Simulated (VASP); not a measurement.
# Sc (P6_3/mmc) in VASP: notebook, part 2 of 2

VASP 6.6.1. The steps go on from the part before.

### Step 4. Single point, PBE

This run uses another cell than the first one, of 23.63 Å³/atom, 1.009 times its volume.

Input file INCAR:

```
PREC = Accurate
ENCUT = 520
EDIFF = 1E-6
ISMEAR = 0
SIGMA = 0.15
LREAL = False
LASPH = True
NELM = 100
ALGO = Fast
ISIF = 2
LWAVE = False
LCHARG = False
GGA = PE
NBANDS = 18
```

Input file KPOINTS:

```
Automatic mesh
0
Gamma
  15 15 10
```

Input file POSCAR:

```
Sc
1.0
    3.2089000000      0.0000000000      0.0000000000
   -1.6044500000      2.7789889182      0.0000000000
    0.0000000000      0.0000000000      5.3003000000
Sc
2
Direct
    0.3333333333      0.6666666667      0.2500000000
    0.6666666667      0.3333333333      0.7500000000
```

Potentials or basis: VASP PAW PBE potentials, release 64 (Sc_sv).

Started as:

```bash
cat potpaw_PBE.64/Sc_sv/POTCAR > POTCAR
mpirun -np 1 vasp_std > vasp.out
```

OUTCAR:

```text
PREC = Accurate
   ENCUT = 520
   EDIFF = 1E-6
   ISMEAR = 0
   LREAL = False
   LASPH = True
   NELM = 100
   ISIF = 2
   GGA = PE

 ion  position               nearest neighbor table
   1  0.333  0.667  0.250-   2 3.23   2 3.23   2 3.23   2 3.23   2 3.23   2 3.23
   2  0.667  0.333  0.750-   1 3.23   1 3.23   1 3.23   1 3.23   1 3.23   1 3.23

  LATTYP: Found a hexagonal cell.
 ALAT       =     3.2089000000
 C/A-ratio  =     1.6517498208

  Lattice vectors:

 A1 = (   3.2089000000,   0.0000000000,   0.0000000000)
 A2 = (  -1.6044500000,   2.7789889182,   0.0000000000)
 A3 = (   0.0000000000,   0.0000000000,   5.3003000000)

Analysis of symmetry for initial positions (statically):
=====================================================================
 Subroutine PRICEL returns:
 Original cell was already a primitive cell.

 Routine SETGRP: Setting up the symmetry group for a
 hexagonal supercell.

 Subroutine GETGRP returns: Found 24 space group operations
 (whereof 12 operations were pure point group operations)
 out of a pool of 24 trial point group operations.

The static configuration has the point symmetry D_3d.
 The point group associated with its full space group is D_6h.

Analysis of symmetry for dynamics (positions and initial velocities):
=====================================================================
 Subroutine PRICEL returns:
 Original cell was already a primitive cell.

 Routine SETGRP: Setting up the symmetry group for a
 hexagonal supercell.

 Subroutine GETGRP returns: Found 24 space group operations
 (whereof 12 operations were pure point group operations)
 out of a pool of 24 trial point group operations.

The dynamic configuration has the point symmetry D_3d.
 The point group associated with its full space group is D_6h.

 Subroutine INISYM returns: Found 24 space group operations
 (whereof 12 operations are pure point group operations),
 and found     1 'primitive' translations

----------------------------------------------------------------------------------------

                                     Primitive cell

  volume of cell :      47.2654

  direct lattice vectors                    reciprocal lattice vectors
     3.208900000  0.000000000  0.000000000     0.311633270  0.179921552  0.000000000
    -1.604450000  2.778988918  0.000000000     0.000000000  0.359843105  0.000000000
     0.000000000  0.000000000  5.300300000     0.000000000  0.000000000  0.188668566

  length of vectors
     3.208900000  3.208900000  5.300300000     0.359843105  0.359843105  0.188668566

  position of ions in fractional coordinates (direct lattice)
     0.333333333  0.666666667  0.250000000
     0.666666667  0.333333333  0.750000000

  ion indices of the primitive-cell ions
   primitive index   ion index
                 1           1
                 2           2

----------------------------------------------------------------------------------------

 KPOINTS: Automatic mesh

Automatic generation of k-mesh.
 Grid dimensions read from file:
 generate k-points for:   15   15   10

 Generating k-lattice:

  Cartesian coordinates                     Fractional coordinates (reciprocal lattice)
     0.020775551  0.011994770  0.000000000     0.066666667 -0.000000000  0.000000000
     0.000000000  0.023989540  0.000000000     0.000000000  0.066666667  0.000000000
     0.000000000  0.000000000  0.018866857     0.000000000  0.000000000  0.100000000

  Length of vectors
     0.023989540  0.023989540  0.018866857

  Shift w.r.t. Gamma in fractional coordinates (k-lattice)
     0.000000000  0.000000000  0.000000000

 Subroutine IBZKPT returns following result:
 ===========================================

 Found    162 irreducible k-points:

 Following reciprocal coordinates:
            Coordinates               Weight
  0.000000  0.000000  0.000000      1.000000
  0.066667 -0.000000  0.000000      6.000000
  0.133333 -0.000000  0.000000      6.000000
  0.200000 -0.000000  0.000000      6.000000
  0.266667 -0.000000  0.000000      6.000000
  0.333333  0.000000  0.000000      6.000000
[... 16 lines left out ...]
  0.333333  0.200000  0.000000     12.000000
  0.400000  0.200000  0.000000      6.000000
 [... further k-points ...]
   k-points           NKPTS =    162   k-points in BZ     NKDIM =    162   number of bands    NBANDS=     18
   number of dos      NEDOS =    301   number of ions     NIONS =      2
   total plane-waves  NPLWV =  23040
   dimension x,y,z NGX =    24 NGY =   24 NGZ =   40
   dimension x,y,z NGXF=    48 NGYF=   48 NGZF=   80
   ions per type =               2
   NGX,Y,Z   is equivalent  to a cutoff of  12.43, 12.43, 12.55 a.u.
   NGXF,Y,Z  is equivalent  to a cutoff of  24.87, 24.87, 25.09 a.u.
 SYSTEM =  unknown system
   PREC   = accura    normal or accurate (medium, high low for compatibility)
   ISTART =      0    job   : 0-new  1-cont  2-samecut
   ICHARG =      2    charge: 1-file 2-atom 10-const
   ISPIN  =      1    spin polarized calculation?
   LNONCOLLINEAR =      F non collinear calculations
   LSORBIT =      F    spin-orbit coupling
   LASPH  =      T    aspherical Exc in radial PAW
   ENCUT  =  520.0 eV  38.22 Ry    6.18 a.u.   5.97  5.97  9.86*2*pi/ulx,y,z
   NELM   =    100;   NELMIN=  2; NELMDL= -5     # of ELM steps
   EDIFF  = 0.1E-05   stopping-criterion for ELM
   LREAL  =      F    real-space projection
   EDIFFG = 0.1E-04   stopping-criterion for IOM
   NSW    =      0    number of steps for IOM
   IBRION =     -1    ionic relax: 0-MD 1-quasi-New 2-CG
   NFREE  =      0    steps in history (QN), initial steepest desc. (CG)
   ISIF   =      2    stress and relaxation
   ISYM   =      2    0-nonsym 1-usesym 2-fastsym
   POTIM  = 0.5000    time-step for ionic-motion
   TEBEG  =    0.0;   TEEND  =   0.0 temperature during run
   PSTRESS=    0.0 pullay stress
   NELECT =      22.0000    total number of electrons
   NUPDOWN=      -1.0000    fix difference up-down
   EMIN   =  10.00;   EMAX   =-10.00  energy-range for DOS
   EFERMI =   0.00;   METHOD = LEGACY
   ISMEAR =     0;   SIGMA  =   0.15  broadening in eV -4-tet -1-fermi 0-gaus
   EFERMI_NEDOS =   21; number of points for ismear=-14 and -15
   IALGO  =     68    algorithm
   IMIX   =      4    mixing-type and parameters
     AMIX     =   0.40;   BMIX     =  1.00
     AMIX_MAG =   1.60;   BMIX_MAG =  1.00
  volume/ion in A,a.u.               =      23.63       159.48
  Fermi-wavevector in a.u.,A,eV,Ry     =   1.268726  2.397545 21.900838  1.609666
  Thomas-Fermi vector in A             =   2.401806
   LORBIT       =      0    0 simple, 1 ext, 2 COOP (PROOUT), +10 PAW based schemes
   GGA     = PE    functional components
   LHFCALC =     F    Hartree Fock is set to
   AEXX    =    0.0000 exact exchange contribution
   IVDW    =     0    specifies the selected vdW correction
   LEPSILON=     F    determine dielectric tensor
   LRPA    =     F    only Hartree local field effects (RPA)
 non-spin polarized calculation
 RMM-DIIS sequential band-by-band and
 Gauss-broadening in eV      SIGMA  =   0.15
  energy-cutoff  :      520.00
  volume of cell :       47.27
 maximum number of plane-waves:      1299
 NGX is ok and might be reduce to    24
   NGX = 11   NGY = 11   NGZ = 19

 number of electron      21.9999995 magnetization

 Free energy of the ion-electron system (eV)
  ---------------------------------------------------
  ext. energy  EPLUGINS =         0.00000000
  ---------------------------------------------------
  free energy    TOTEN  =       -12.47645487 eV

  energy without entropy =      -12.42718868  energy(sigma->0) =      -12.45182178

 E-fermi :   3.9433     XC(G=0): -10.0482

 val. band max:        3.9403507442   @ k =   0.4000   0.0000   0.1000
 cond. band min:       3.9458291087   @ k =   0.4000   0.0667   0.3000
 fundamental gap:      0.0054783645
 Fermi energy:         3.9433106201

 k-point     1 :       0.0000    0.0000    0.0000
  band No.  band energies     occupation
      1     -45.3771      2.00000
      2     -45.3096      2.00000
      3     -24.2100      2.00000
      4     -23.8193      2.00000
      5     -23.8193      2.00000
      6     -23.7691      2.00000
[... 10 lines left out ...]
     17       6.5780      0.00000
     18       6.5824      0.00000
[... 463 lines left out ...]
 k-point    24 :       0.4000    0.2000    0.0000
  band No.  band energies     occupation
      1     -45.2972      2.00000
      2     -45.2836      2.00000
      3     -24.1427      2.00000
      4     -24.0751      2.00000
      5     -23.9921      2.00000
      6     -23.9771      2.00000
[... 10 lines left out ...]
     17       7.7927      0.00000
     18       7.8513      0.00000

 [... further k-points ...]

------------------------ aborting loop because EDIFF is reached ----------------------------------------

  FORCE on cell =-STRESS in cart. coord.  units (eV):
  Direction    XX          YY          ZZ          XY          YZ          ZX
  --------------------------------------------------------------------------------------
  -------------------------------------------------------------------------------------
  Total        1.2569195      1.2569195     -0.1083255      0.0000000      0.0000000     -0.0000000
  in kB       42.6063768     42.6063768     -3.6719596      0.0000000      0.0000000     -0.0000000
  external PRESSURE =      27.1802647 kB  Pullay stress =       0.0000000 kB

 VOLUME and BASIS-vectors are now :
 -----------------------------------------------------------------------------
  energy-cutoff  :      520.00
  volume of cell :       47.27
      direct lattice vectors                 reciprocal lattice vectors
     3.208900000  0.000000000  0.000000000     0.311633270  0.179921552  0.000000000
    -1.604450000  2.778988918  0.000000000     0.000000000  0.359843105  0.000000000
     0.000000000  0.000000000  5.300300000     0.000000000  0.000000000  0.188668566

 POSITION                                       TOTAL-FORCE (eV/Angst)
 -----------------------------------------------------------------------------------
     -0.00000      1.85266      1.32508        -0.000000      0.000000      0.000000
      1.60445      0.92633      3.97523         0.000000      0.000000      0.000000
 -----------------------------------------------------------------------------------
    total drift:                                0.000000     -0.000000      0.000000

  FREE ENERGIE OF THE ION-ELECTRON SYSTEM (eV)
  ---------------------------------------------------
  free  energy   TOTEN  =       -12.4764548667 eV

  energy  without entropy=      -12.4271886845  energy(sigma->0) =      -12.45182178
```

OSZICAR:

```text
N       E                     dE             d eps       ncg     rms          rms(c)
DAV:   1     0.353569117153E+03    0.35357E+03   -0.11106E+04  5856   0.131E+03
DAV:   2     0.573149200114E+01   -0.34784E+03   -0.34177E+03  6912   0.542E+02
DAV:   3    -0.134393840463E+02   -0.19171E+02   -0.18351E+02  9564   0.157E+02
DAV:   4    -0.137974333306E+02   -0.35805E+00   -0.35415E+00  8878   0.189E+01
DAV:   5    -0.138015674579E+02   -0.41341E-02   -0.41316E-02  9894   0.222E+00    0.786E+00
RMM:   6    -0.125678130194E+02    0.12338E+01   -0.17211E+00  6055   0.170E+01    0.266E+00
RMM:   7    -0.124946329081E+02    0.73180E-01   -0.31361E+00  7701   0.133E+01    0.136E+00
RMM:   8    -0.124697105204E+02    0.24922E-01   -0.16985E-01  6434   0.485E+00    0.542E-01
RMM:   9    -0.124749850229E+02   -0.52745E-02   -0.93654E-02  8031   0.185E+00    0.125E-01
RMM:  10    -0.124760569008E+02   -0.10719E-02   -0.16106E-02  8529   0.773E-01    0.500E-02
RMM:  11    -0.124763333189E+02   -0.27642E-03   -0.35635E-03  8679   0.435E-01    0.358E-02
RMM:  12    -0.124764213327E+02   -0.88014E-04   -0.10828E-03  9193   0.181E-01    0.599E-03
RMM:  13    -0.124764537047E+02   -0.32372E-04   -0.27800E-04  8653   0.829E-02    0.807E-03
RMM:  14    -0.124764507137E+02    0.29910E-05   -0.54251E-05  7847   0.542E-02    0.271E-03
RMM:  15    -0.124764550738E+02   -0.43600E-05   -0.19607E-05  7277   0.269E-02    0.131E-03
RMM:  16    -0.124764548667E+02    0.20713E-06   -0.37754E-06  6636   0.183E-02
   1 F= -.12476455E+02 E0= -.12451822E+02  d E =-.492662E-01
```

stdout:

```text
POSCAR found type information on POSCAR Sc
 POSCAR found :  1 types and       2 ions
 scaLAPACK will be used
 LDA part: xc-table for (Slater+PW92), standard interpolation
 POSCAR, INCAR and KPOINTS ok, starting setup
 FFT: planning ... GRIDC
 FFT: planning ... GRID_SOFT
 FFT: planning ... GRID
 WAVECAR not read
 entering main loop
```

Run time: 2.8 min. Hardware: 1 thread of Intel Xeon 8259CL, shared host; peak memory 0.24 GiB.

What came out:

- Free energy: -12.4765 eV
- Pressure: 2.7 GPa
- Band gap on the k mesh: zero (band 11 reaches 4.72 eV, above the bottom of band 12 at 3.45 eV)

### Step 5. The runs side by side

```csv
cell,gap on the mesh (eV),pressure (GPa)
"a = 3.154, b = 3.153, c = 5.438 Å, angles 90.0, 90.0, 120.0°, 2 atoms",none,3.5
"a = 3.320, b = 3.320, c = 4.887 Å, angles 90.0, 90.0, 120.0°, 2 atoms",none,3.3
"a = 3.209, b = 3.209, c = 5.300 Å, angles 90.0, 90.0, 120.0°, 2 atoms",none,2.7
```

Alike in all rows: task single point; level PBE; potentials or basis VASP PAW PBE potentials, release 64 (Sc_sv); no spin polarisation; k mesh 15 × 15 × 10; cutoff (eV) 520; smearing gaussian 0.15 eV.

Total energies depend on the potentials used, so only differences within one code and one set of settings carry meaning.
